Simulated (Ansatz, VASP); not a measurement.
# Si4Ru in VASP and in Ansatz

```
Si Ru
1.0
     3.73688   -3.77449    0.00000
     3.73688    3.77449    0.00000
     0.00000    0.00000    2.77111
Si Ru
4 1
Direct
  0.68244 0.31756 0.00000
  0.26468 0.26468 0.50000
  0.73532 0.73532 0.50000
  0.31756 0.68244 0.00000
  0.00000 0.00000 0.00000
```

Change from the starting cell: species swapped into the OsCl4 type (Cmmm, No. 65).

Alike in both runs: functional PBE; k mesh 8 × 8 × 12; occupations gaussian, width 0.1 eV; no spin polarisation.

Ansatz relaxed the structure, and its values are those at the end. VASP's run is a single point on that final structure, the one shown.

|  | VASP | Ansatz |
| --- | --- | --- |
| version | VASP 6.6.1 | Ansatz 0.2.0 |
| potentials or method | VASP PAW PBE potentials, release 64 (Si, Ru_pv), cutoff 520 eV | scalar-relativistic, plane waves, PAW |
| valence electrons in the cell | 30 | 32 |

|  | VASP | Ansatz | Ansatz less VASP |
| --- | --- | --- | --- |
| gap on the k mesh at the Fermi level (eV) | none | none | - |
| pressure (GPa) | 0.0 | 0.0 | +0.01 |
| rms of the force components (eV/Å) | 0.008 | 0.001 | -0.0068 |

A gap of «none» marks a metal or a gap that the smearing closes. The functional is the same, so the differences come from potentials, cutoffs and numerics. VASP's potentials hold 30 valence electrons a cell and Ansatz's 32, so a difference there can come from the potentials and not from the codes.
